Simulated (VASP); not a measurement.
The system is CdS (k07).

```
CELL_PARAMETERS angstrom
4.15000 0.00000 0.00000
-2.07500 3.59401 0.00000
0.00000 0.00000 6.73700
ATOMIC_POSITIONS crystal
Cd 0.33333 0.66667 0.00000
Cd 0.66667 0.33333 0.50000
S 0.33333 0.66667 0.37500
S 0.66667 0.33333 0.87500
```

* Program: VASP 6.6.1
* Task: relaxation of cell and atoms
* Functional: PBE
* Potentials or basis: VASP PAW PBE potentials, release 64 (Cd, S)
* Cutoff: 600 eV
* k mesh: 12 × 12 × 6
* Occupations: gaussian, width 0.02 eV
* Spin: no spin polarisation

At the start: pressure 2.4 GPa; volume 25.12 Å³/atom.

Task: How do energy, volume and symmetry change on relaxing?

Result: Over 20 steps the energy falls by 7.7 meV/atom and the volume is 26.17 Å³/atom (+4.2 %); space group P6_3mc (No. 186, to 0.05 Å).

Step by step:
```tsv
step	energy change (eV)	largest force (eV/Å)	pressure (GPa)	volume (Å³)
1	0.0000	0.0696	2.38	100.48
2	-0.0279	0.0021	-0.67	106.01
3	-0.0308	0.0148	-0.01	104.66
4	-0.0308	0.0158	0.00	104.58
5	-0.0308	0.0076	0.05	104.56
6	-0.0308	0.0041	0.05	104.55
7	-0.0308	0.0003	0.00	104.65
8	-0.0308	0.0001	0.00	104.65
9	-0.0308	0.0009	-0.03	104.69
10	-0.0308	0.0012	-0.02	104.71
11	-0.0308	0.0020	-0.04	104.73
12	-0.0308	0.0020	-0.04	104.72
13	-0.0308	0.0029	-0.01	104.69
14	-0.0308	0.0026	-0.01	104.68
15	-0.0308	0.0037	-0.01	104.67
16	-0.0308	0.0034	0.00	104.66
17	-0.0308	0.0037	0.00	104.65
18	-0.0308	0.0045	0.01	104.65
19	-0.0308	0.0046	0.01	104.66
20	-0.0308	0.0003	-0.01	104.67
```

Final structure:
```yaml
crystal:
  lattice:
    - [4.20315, 0.00000, 0.00000]
    - [-2.10158, 3.64003, 0.00000]
    - [0.00000, 0.00000, 6.84156]
  atoms:
    - { symbol: Cd, position: [0.33333, 0.66667, 0.99924] }
    - { symbol: Cd, position: [0.66667, 0.33333, 0.49924] }
    - { symbol: S, position: [0.33333, 0.66667, 0.37576] }
    - { symbol: S, position: [0.66667, 0.33333, 0.87576] }
```
